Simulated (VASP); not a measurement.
# BN (P6_3/mmc) in VASP: further runs

BN is run at these levels: LDA; tasks: single point.

Program: VASP 6.6.1. These are calculated values, not measurements. Logs are shortened: lines on timing, memory, paths and dates and some standing lists are left out, and cuts for length are marked.

## Step 1: The cell of the first run

The structure is hexagonal, space group P6_3/mmc (No. 194). The conventional cell has a = 2.487 Å, b = 2.487 Å, c = 7.629 Å, α = 90.00°, β = 90.00°, γ = 120.00°. B (site symmetry -6m2) has 3 N at 1.44 Å within 1.9 Å. Within 1.9 Å of N (site symmetry -6m2) lie 3 B at 1.44 Å.

## Step 2: Single point, LDA

Contents of INCAR:

```
ALGO = Normal
EDIFF = 1E-6
ENCUT = 520
ISIF = 2
ISMEAR = -1
LASPH = True
LCHARG = False
LREAL = False
LWAVE = False
NBANDS = 16
NELM = 100
PREC = Accurate
SIGMA = 0.02
```

Contents of KPOINTS:

```
k-points
0
Gamma
  15 15 5
```

Contents of POSCAR:

```
BN
1.0
    2.4870484300      0.0000000000      0.0000000000
   -1.2435242150      2.1538471208      0.0000000000
    0.0000000000      0.0000000000      7.6294085154
B N
2 2
Direct
    0.3333333300      0.6666666700      0.2500000000
    0.6666666700      0.3333333300      0.7500000000
    0.3333333300      0.6666666700      0.7500000000
    0.6666666700      0.3333333300      0.2500000000
```

Potentials or basis: VASP PAW LDA potentials, release 64 (B, N).

Launch:

```bash
> cat potpaw_LDA.64/B/POTCAR potpaw_LDA.64/N/POTCAR > POTCAR
> mpirun -np 1 vasp_std > vasp.out
```

OUTCAR:

```text
EDIFF = 1E-6
   ENCUT = 520
   ISIF = 2
   ISMEAR = -1
   LASPH = True
   LREAL = False
   NELM = 100
   PREC = Accurate

 ion  position               nearest neighbor table
   1  0.333  0.667  0.250-   4 1.44   4 1.44   4 1.44
   2  0.667  0.333  0.750-   3 1.44   3 1.44   3 1.44
   3  0.333  0.667  0.750-   2 1.44   2 1.44   2 1.44
   4  0.667  0.333  0.250-   1 1.44   1 1.44   1 1.44

  LATTYP: Found a hexagonal cell.
 ALAT       =     2.4870484300
 C/A-ratio  =     3.0676557896

  Lattice vectors:

 A1 = (   2.4870484300,   0.0000000000,   0.0000000000)
 A2 = (  -1.2435242150,   2.1538471208,   0.0000000000)
 A3 = (   0.0000000000,   0.0000000000,   7.6294085154)

Analysis of symmetry for initial positions (statically):
=====================================================================
 Subroutine PRICEL returns:
 Original cell was already a primitive cell.

 Routine SETGRP: Setting up the symmetry group for a
 hexagonal supercell.

 Subroutine GETGRP returns: Found 24 space group operations
 (whereof 12 operations were pure point group operations)
 out of a pool of 24 trial point group operations.

The static configuration has the point symmetry D_3d.
 The point group associated with its full space group is D_6h.

Analysis of symmetry for dynamics (positions and initial velocities):
=====================================================================
 Subroutine PRICEL returns:
 Original cell was already a primitive cell.

 Routine SETGRP: Setting up the symmetry group for a
 hexagonal supercell.

 Subroutine GETGRP returns: Found 24 space group operations
 (whereof 12 operations were pure point group operations)
 out of a pool of 24 trial point group operations.

The dynamic configuration has the point symmetry D_3d.
 The point group associated with its full space group is D_6h.

 Subroutine INISYM returns: Found 24 space group operations
 (whereof 12 operations are pure point group operations),
 and found     1 'primitive' translations

----------------------------------------------------------------------------------------

                                     Primitive cell

  volume of cell :      40.8686

  direct lattice vectors                    reciprocal lattice vectors
     2.487048430  0.000000000  0.000000000     0.402083043  0.232142753  0.000000000
    -1.243524215  2.153847121  0.000000000     0.000000000  0.464285506  0.000000000
     0.000000000  0.000000000  7.629408515     0.000000000  0.000000000  0.131071760

  length of vectors
     2.487048430  2.487048430  7.629408515     0.464285506  0.464285506  0.131071760

  position of ions in fractional coordinates (direct lattice)
     0.333333330  0.666666670  0.250000000
     0.666666670  0.333333330  0.750000000
     0.333333330  0.666666670  0.750000000
     0.666666670  0.333333330  0.250000000

  ion indices of the primitive-cell ions
   primitive index   ion index
                 1           1
                 2           2
                 3           3
                 4           4

----------------------------------------------------------------------------------------

 KPOINTS: k-points

Automatic generation of k-mesh.
 Grid dimensions read from file:
 generate k-points for:   15   15    5

 Generating k-lattice:

  Cartesian coordinates                     Fractional coordinates (reciprocal lattice)
     0.026805536  0.015476184  0.000000000     0.066666667  0.000000000  0.000000000
     0.000000000  0.030952367  0.000000000     0.000000000  0.066666667  0.000000000
     0.000000000  0.000000000  0.026214352     0.000000000  0.000000000  0.200000000

  Length of vectors
     0.030952367  0.030952367  0.026214352

  Shift w.r.t. Gamma in fractional coordinates (k-lattice)
     0.000000000  0.000000000  0.000000000

 Subroutine IBZKPT returns following result:
 ===========================================

 Found     81 irreducible k-points:

 Following reciprocal coordinates:
            Coordinates               Weight
  0.000000  0.000000  0.000000      1.000000
  0.066667 -0.000000  0.000000      6.000000
  0.133333 -0.000000  0.000000      6.000000
  0.200000 -0.000000  0.000000      6.000000
  0.266667 -0.000000  0.000000      6.000000
  0.333333  0.000000  0.000000      6.000000
[... 16 lines left out ...]
  0.333333  0.200000  0.000000     12.000000
  0.400000  0.200000  0.000000      6.000000
 [... further k-points ...]
   k-points           NKPTS =     81   k-points in BZ     NKDIM =     81   number of bands    NBANDS=     16
   number of dos      NEDOS =    301   number of ions     NIONS =      4
   total plane-waves  NPLWV =  19440
   dimension x,y,z NGX =    18 NGY =   18 NGZ =   60
   dimension x,y,z NGXF=    36 NGYF=   36 NGZF=  120
   ions per type =               2   2
   NGX,Y,Z   is equivalent  to a cutoff of  12.03, 12.03, 13.07 a.u.
   NGXF,Y,Z  is equivalent  to a cutoff of  24.06, 24.06, 26.15 a.u.
 SYSTEM =  unknown system
   PREC   = accura    normal or accurate (medium, high low for compatibility)
   ISTART =      0    job   : 0-new  1-cont  2-samecut
   ICHARG =      2    charge: 1-file 2-atom 10-const
   ISPIN  =      1    spin polarized calculation?
   LNONCOLLINEAR =      F non collinear calculations
   LSORBIT =      F    spin-orbit coupling
   LASPH  =      T    aspherical Exc in radial PAW
   ENCUT  =  520.0 eV  38.22 Ry    6.18 a.u.   4.62  4.62 14.19*2*pi/ulx,y,z
   NELM   =    100;   NELMIN=  2; NELMDL= -5     # of ELM steps
   EDIFF  = 0.1E-05   stopping-criterion for ELM
   LREAL  =      F    real-space projection
   EDIFFG = 0.1E-04   stopping-criterion for IOM
   NSW    =      0    number of steps for IOM
   IBRION =     -1    ionic relax: 0-MD 1-quasi-New 2-CG
   NFREE  =      0    steps in history (QN), initial steepest desc. (CG)
   ISIF   =      2    stress and relaxation
   ISYM   =      2    0-nonsym 1-usesym 2-fastsym
   POTIM  = 0.5000    time-step for ionic-motion
   TEBEG  =    0.0;   TEEND  =   0.0 temperature during run
   PSTRESS=    0.0 pullay stress
   NELECT =      16.0000    total number of electrons
   NUPDOWN=      -1.0000    fix difference up-down
   EMIN   =  10.00;   EMAX   =-10.00  energy-range for DOS
   EFERMI =   0.00;   METHOD = LEGACY
   ISMEAR =    -1;   SIGMA  =   0.02  broadening in eV -4-tet -1-fermi 0-gaus
   EFERMI_NEDOS =   21; number of points for ismear=-14 and -15
   IALGO  =     38    algorithm
   IMIX   =      4    mixing-type and parameters
     AMIX     =   0.40;   BMIX     =  1.00
     AMIX_MAG =   1.60;   BMIX_MAG =  1.00
  volume/ion in A,a.u.               =      10.22        68.95
  Fermi-wavevector in a.u.,A,eV,Ry     =   1.197618  2.263169 19.514671  1.434288
  Thomas-Fermi vector in A             =   2.333528
   LORBIT       =      0    0 simple, 1 ext, 2 COOP (PROOUT), +10 PAW based schemes
   GGA     = CA    functional components
   LHFCALC =     F    Hartree Fock is set to
   AEXX    =    0.0000 exact exchange contribution
   IVDW    =     0    specifies the selected vdW correction
   LEPSILON=     F    determine dielectric tensor
   LRPA    =     F    only Hartree local field effects (RPA)
 non-spin polarized calculation
  energy-cutoff  :      520.00
  volume of cell :       40.87
 maximum number of plane-waves:      1120
   NGX =  9   NGY =  9   NGZ = 29

 number of electron      15.9999997 magnetization

 Free energy of the ion-electron system (eV)
  ---------------------------------------------------
  ext. energy  EPLUGINS =         0.00000000
  ---------------------------------------------------
  free energy    TOTEN  =       -38.53757340 eV

  energy without entropy =      -38.53757340  energy(sigma->0) =      -38.53757340

 E-fermi :   1.6046     XC(G=0):  -9.6831

 val. band max:        1.1702539760   @ k =   0.3333   0.3333   0.4000
 cond. band min:       5.4016608976   @ k =   0.0000   0.0000   0.0000
 fundamental gap:      4.2314069215
 Fermi energy:         1.6045878040

 k-point     1 :       0.0000    0.0000    0.0000
  band No.  band energies     occupation
      1     -16.4502      2.00000
      2     -16.3494      2.00000
      3      -4.7679      2.00000
      4      -3.6933      2.00000
      5      -0.1590      2.00000
      6      -0.1590      2.00000
[... 8 lines left out ...]
     15      12.8321      0.00000
     16      13.9760      0.00000

 k-point     2 :       0.0667   -0.0000    0.0000
  band No.  band energies     occupation
      1     -16.3627      2.00000
      2     -16.2631      2.00000
      3      -4.6471      2.00000
      4      -3.5797      2.00000
      5      -0.5174      2.00000
      6      -0.5140      2.00000
[... 8 lines left out ...]
     15      13.2216      0.00000
     16      13.6920      0.00000

 k-point     3 :       0.1333   -0.0000    0.0000
  band No.  band energies     occupation
      1     -16.1031      2.00000
      2     -16.0070      2.00000
      3      -4.2874      2.00000
      4      -3.2423      2.00000
      5      -1.4824      2.00000
      6      -1.4777      2.00000
[... 8 lines left out ...]
     15      14.2764      0.00000
     16      14.3130      0.00000

 k-point     4 :       0.2000   -0.0000    0.0000
  band No.  band energies     occupation
      1     -15.6808      2.00000
      2     -15.5906      2.00000
      3      -3.6985      2.00000
      4      -2.8103      2.00000
      5      -2.8036      2.00000
      6      -2.6933      2.00000
[... 8 lines left out ...]
     15      14.6025      0.00000
     16      15.8931      0.00000
[... 324 lines left out ...]
 k-point    22 :       0.2667    0.2000    0.0000
  band No.  band energies     occupation
      1     -13.6632      2.00000
      2     -13.6099      2.00000
      3      -6.2651      2.00000
      4      -6.2486      2.00000
      5      -4.2619      2.00000
      6      -4.2454      2.00000
[... 8 lines left out ...]
     15      15.5615      0.00000
     16      17.4550      0.00000

 k-point    23 :       0.3333    0.2000    0.0000
  band No.  band energies     occupation
      1     -13.1180      2.00000
      2     -13.0846      2.00000
      3      -7.0402      2.00000
      4      -7.0151      2.00000
      5      -4.6524      2.00000
      6      -4.6351      2.00000
[... 8 lines left out ...]
     15      15.8826      0.00000
     16      17.0394      0.00000

 k-point    24 :       0.4000    0.2000    0.0000
  band No.  band energies     occupation
      1     -12.8845      2.00000
      2     -12.8682      2.00000
      3      -7.3555      2.00000
      4      -7.3272      2.00000
      5      -4.7790      2.00000
      6      -4.7613      2.00000
[... 8 lines left out ...]
     15      15.7692      0.00000
     16      16.7885      0.00000

 [... further k-points ...]
[... 5 lines left out ...]
  --------------------------------------------------------------------------------------
  -------------------------------------------------------------------------------------
  Total        0.2988718      0.2988718     -0.3873138     -0.0000000      0.0000000      0.0000000
  in kB       11.7167041     11.7167041    -15.1839073     -0.0000000      0.0000000      0.0000000
  external PRESSURE =       2.7498337 kB  Pullay stress =       0.0000000 kB

 VOLUME and BASIS-vectors are now :
 -----------------------------------------------------------------------------
  energy-cutoff  :      520.00
  volume of cell :       40.87
      direct lattice vectors                 reciprocal lattice vectors
     2.487048430  0.000000000  0.000000000     0.402083043  0.232142753  0.000000000
    -1.243524215  2.153847121  0.000000000     0.000000000  0.464285506  0.000000000
     0.000000000  0.000000000  7.629408515     0.000000000  0.000000000  0.131071760

 POSITION                                       TOTAL-FORCE (eV/Angst)
 -----------------------------------------------------------------------------------
     -0.00000      1.43590      1.90735         0.000000     -0.000000      0.000000
      1.24352      0.71795      5.72206         0.000000      0.000000      0.000000
     -0.00000      1.43590      5.72206        -0.000000      0.000000      0.000000
      1.24352      0.71795      1.90735         0.000000     -0.000000      0.000000
 -----------------------------------------------------------------------------------
    total drift:                               -0.000002      0.000001      0.000000

  FREE ENERGIE OF THE ION-ELECTRON SYSTEM (eV)
  ---------------------------------------------------
  free  energy   TOTEN  =       -38.5375733971 eV

  energy  without entropy=      -38.5375733971  energy(sigma->0) =      -38.53757340
```

Wall time 53 s (1 thread of Intel Xeon 8259CL, shared host); peak memory 0.16 GiB.

Results:

- Free energy: -38.5376 eV
- Pressure: 0.3 GPa
- Band gap on the k mesh: 4.23 eV (least direct gap 4.59 eV)

Levels at points of the mesh, in eV from the valence-band top:
```
           k point  band 4  band 5  band 6  band 7  band 8  band 9  band 10  band 11  band 12  band 13
(0.00, 0.00, 0.00)   -4.86   -1.33   -1.33   -1.32   -1.32    4.23     8.32    11.40    11.63    11.63
```

Caveat: an odd mesh through Γ misses points on the zone boundary, where band edges can lie.

## Step 3: Single point, LDA

This run uses another cell than the first one, of 10.53 Å³/atom.

Contents of INCAR:

```
  PREC = Accurate
  ENCUT = 520
  EDIFF = 1E-7
  ISMEAR = -1
  SIGMA = 0.02
  LREAL = F
  LASPH = T
  NELM = 80
  ALGO = Normal
  ISIF = 2
  LWAVE = F
  LCHARG = F
  GGA = CA
  NBANDS = 16
```

Contents of KPOINTS:

```
Automatic mesh
0
Gamma
  15 15 5
```

Contents of POSCAR:

```
BN
1.0
    2.5124282281      0.0000000000      0.0000000000
   -1.2562141141      2.1758266707      0.0000000000
    0.0000000000      0.0000000000      7.7072650000
B N
2 2
Direct
    0.3333333300      0.6666666700      0.2500000000
    0.6666666700      0.3333333300      0.7500000000
    0.3333333300      0.6666666700      0.7500000000
    0.6666666700      0.3333333300      0.2500000000
```

Potentials or basis: VASP PAW LDA potentials, release 64 (B, N).

Launch:

```bash
> cat potpaw_LDA.64/B/POTCAR potpaw_LDA.64/N/POTCAR > POTCAR
> mpirun -np 1 vasp_std > vasp.out
```

Wall time 73 s (1 thread of Intel Xeon 8259CL, shared host); peak memory 0.16 GiB.

The run converged. Its results:

```yaml
Free_energy: -38.5154 eV
Pressure: -6.0 GPa
Band_gap_on_the_k_mesh: 4.23 eV (least direct gap 4.51 eV)
```

Stress tensor (GPa, compression positive):
```
-8.28  0.00  0.00
 0.00 -8.28  0.00
 0.00  0.00 -1.47
```

Levels at points of the mesh, in eV from the valence-band top:
```tsv
k point	band 4	band 5	band 6	band 7	band 8	band 9	band 10	band 11	band 12	band 13
(0.00, 0.00, 0.00)	-4.73	-1.36	-1.36	-1.36	-1.36	4.23	8.20	10.96	11.37	11.37
```

Caveat: the cell stands under tension; an odd mesh through Γ misses points on the zone boundary, where band edges can lie.
